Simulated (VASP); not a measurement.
SiNi (WC type), 2 atoms in the cell. Symmetry: P-6m2, No. 187, hexagonal system. Conventional cell: a = 3.078 Å, b = 3.078 Å, c = 3.017 Å, α = 90.00°, β = 90.00°, γ = 120.00°. Ni (site symmetry -6m2) has 6 Si at 2.33 Å and 8 Ni at 3.02 to 3.08 Å within 3.1 Å. Within 3.1 Å of Si (site symmetry -6m2) lie 6 Ni at 2.33 Å and 8 Si at 3.02 to 3.08 Å. 

| Item | Value |
| --- | --- |
| Program | VASP 6.6.1 |
| Task | relaxation of cell and atoms |
| Functional | PBE |
| Potentials or basis | VASP PAW PBE potentials, release 64 (Ni, Si) |
| Cutoff | 600 eV |
| k mesh | 15 × 15 × 13 |
| Occupations | fermi-dirac, width 0.05 eV |
| Spin | no spin polarisation |
| Target pressure | 12 GPa |
| Dipole correction | no |
| Further INCAR settings | ALGO = Normal; EDIFF = 1e-06; IBRION = 2; EDIFFG = -0.005; NSW = 60; ISIF = 3 |

Potentials or basis: VASP PAW PBE potentials, release 64 (Ni, Si).

Launch:

```sh
$ cat potpaw_PBE.64/Ni/POTCAR potpaw_PBE.64/Si/POTCAR > POTCAR
$ mpirun -np 1 vasp_std > vasp.out
```

Hardware: 1 thread of Intel Xeon 8259CL (shared host).

Question: Estimate the wall time of this run.

Answer: It took 17 min on 1 thread of Intel Xeon 8259CL (shared host), peak memory 0.23 GiB. Counts: scf iterations 202, k points 189, ion steps 32.
